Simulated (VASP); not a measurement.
CaO:

```
Ca O
1.0
     0.00000    2.44900    2.44900
     2.44900    0.00000    2.44900
     2.44900    2.44900    0.00000
Ca O
1 1
Cartesian
  0.0000 0.0000 0.0000
  2.4490 2.4490 2.4490
```

Base run:

- Program: VASP 6.6.1
- Functional: PBEsol
- Potentials or basis: VASP PAW PBE potentials, release 64 (Ca_sv, O)
- Cutoff: 600 eV
- k mesh: 9 × 9 × 9
- Occupations: fermi-dirac, width 0.03 eV
- Spin: no spin polarisation

Its results: band gap on the k mesh 3.61 eV (least direct gap 3.99 eV); pressure -7.5 GPa.

Q: The run is repeated on the same cell with these changes: functional from PBEsol to r2SCAN; cutoff from 600 eV to 660 eV. What comes out?

A: Band gap on the k mesh 4.25 eV (least direct gap 4.63 eV); pressure -5.8 GPa.

Caveats: the cell stands under tension; the PAW data sets were made with another functional, which shifts forces and pressure a little; an odd mesh through Γ misses points on the zone boundary, where band edges can lie.
